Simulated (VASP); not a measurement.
Crystal: LiNb3P.

```xyz
5
Lattice="4.5609 0.0000 0.0000 0.0000 4.5609 0.0000 0.0000 0.0000 4.5609" Properties=species:S:1:pos:R:3 pbc="T T T"
Li    0.0000    0.0000    0.0000
Nb    0.0000    2.2805    2.2805
Nb    2.2805    0.0000    2.2805
Nb    2.2805    2.2805    0.0000
P     2.2805    2.2805    2.2805
```

```yaml
Program: VASP 6.6.1
Task: relaxation of cell and atoms
Functional: PBE
Potentials_or_basis: VASP PAW PBE potentials, release 64 (Li_sv, Nb_sv, P)
Cutoff: 600 eV
k_mesh: 4 × 4 × 4
Occupations: gaussian, width 0.1 eV
Spin: no spin polarisation
```

At the start: pressure 7.9 GPa; volume 18.98 Å³/atom.

Task: How do energy, volume and symmetry change on relaxing?

Result: Over 3 steps the energy falls by 27.9 meV/atom and the volume is 20.18 Å³/atom (+6.4 %); space group Pm-3m (No. 221, to 0.05 Å).

Step by step:
| step | energy change (eV) | largest force (eV/Å) | pressure (GPa) | volume (Å³) |
| --- | --- | --- | --- | --- |
| 1 | 0.0000 | 0.0000 | 7.92 | 94.88 |
| 2 | 0.0373 | 0.0000 | -7.09 | 108.34 |
| 3 | -0.1395 | 0.0000 | -0.07 | 100.92 |

Final structure:
```cif
data_structure
_symmetry_space_group_name_H-M 'P 1'
_symmetry_Int_Tables_number 1
_cell_length_a 4.6557
_cell_length_b 4.6557
_cell_length_c 4.6557
_cell_angle_alpha 90.000
_cell_angle_beta 90.000
_cell_angle_gamma 90.000
_cell_volume 100.92
loop_
_atom_site_label
_atom_site_type_symbol
_atom_site_fract_x
_atom_site_fract_y
_atom_site_fract_z
_atom_site_occupancy
Li1 Li 0.00000 0.00000 0.00000 1
Nb1 Nb 0.00000 0.50000 0.50000 1
Nb2 Nb 0.50000 0.00000 0.50000 1
Nb3 Nb 0.50000 0.50000 0.00000 1
P1 P 0.50000 0.50000 0.50000 1
```

Caveat: the cutoff is under 1.25 times the usual one of these potentials, so pressure, stress and relaxed cells hold a basis-set (Pulay) error.
